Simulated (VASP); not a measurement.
The system is CaBe2O3.

```xyz
6
Lattice="3.3638 0.0000 0.0000 -1.6819 2.9131 0.0000 0.0000 0.0000 6.6167" Properties=species:S:1:pos:R:3 pbc="T T T"
Ca    1.6819    0.9710    0.0000
Be    0.0000    1.9421    1.6067
Be    0.0000    1.9421    5.0100
O     1.6819    0.9710    3.3084
O     0.0000    0.0000    0.0000
O     0.0000    0.0000    3.3084
```

| Property | Result |
| --- | --- |
| Program | VASP 6.6.1 |
| Task | relaxation of cell and atoms |
| Functional | PBE |
| Potentials or basis | VASP PAW PBE potentials, release 64 (Ca_sv, Be, O) |
| Cutoff | 600 eV |
| k mesh | 6 × 6 × 4 |
| Occupations | gaussian, width 0.1 eV |
| Spin | no spin polarisation |

At the start: pressure 28.9 GPa; volume 10.81 Å³/atom.

Where does the relaxation end?

Over 24 steps the energy falls by 1023.6 meV/atom and the volume is 14.12 Å³/atom (+30.7 %); space group P-6m2 (No. 187, to 0.05 Å).

Step by step:
```
step  energy change (eV)  largest force (eV/Å)  pressure (GPa)  volume (Å³)
   1              0.0000                4.4917           28.91        64.84
   2             -3.3134                2.9128           -8.82        84.39
   3             -3.3237                2.8649           -9.49        85.22
   4             -4.7124                2.7245           -9.23        79.70
   5              2.5861               29.6867           24.68        63.83
   6             -4.5305                2.8426           -8.42        78.19
   7             -5.5443                0.5019           -2.81        70.90
   8             -5.5508                0.8532           -4.98        72.38
   9             -5.5712                0.2950           -4.08        71.69
  10             -5.7759                0.3529            4.63        67.25
  11             -5.7765                0.3529            4.22        67.43
  12             -5.8962                0.3394            3.19        69.69
  13             -6.0480                0.2049            2.30        74.64
  14             -6.1050                0.4077            3.00        84.00
  15             -5.8460                0.9467           -7.69        97.34
  16             -6.1331                0.0043           -0.11        87.07
  17             -6.1332                0.0223            0.01        86.91
  18             -6.1332                0.0291            0.08        86.85
  19             -6.1361                0.2253           -0.19        86.39
  20             -6.1362                0.1965           -0.14        86.46
  21             -6.1388                0.1148           -0.25        86.13
  22             -6.1407                0.0171           -0.44        85.59
  23             -6.1407                0.0388           -0.46        85.50
  24             -6.1416                0.0201            0.05        84.73
```

Final structure:
```cif
data_structure
_symmetry_space_group_name_H-M 'P 1'
_symmetry_Int_Tables_number 1
_cell_length_a 3.5980
_cell_length_b 3.5980
_cell_length_c 7.5574
_cell_angle_alpha 90.000
_cell_angle_beta 90.000
_cell_angle_gamma 120.000
_cell_volume 84.73
loop_
_atom_site_label
_atom_site_type_symbol
_atom_site_fract_x
_atom_site_fract_y
_atom_site_fract_z
_atom_site_occupancy
Ca1 Ca 0.66667 0.33333 0.00000 1
Be1 Be 0.33333 0.66667 0.37292 1
Be2 Be 0.33333 0.66667 0.62708 1
O1 O 0.66667 0.33333 0.50000 1
O2 O 0.00000 0.00000 0.00000 1
O3 O 0.00000 0.00000 0.50000 1
```

Caveat: the volume moved by over 15 % at a fixed basis, so the end points are rough.
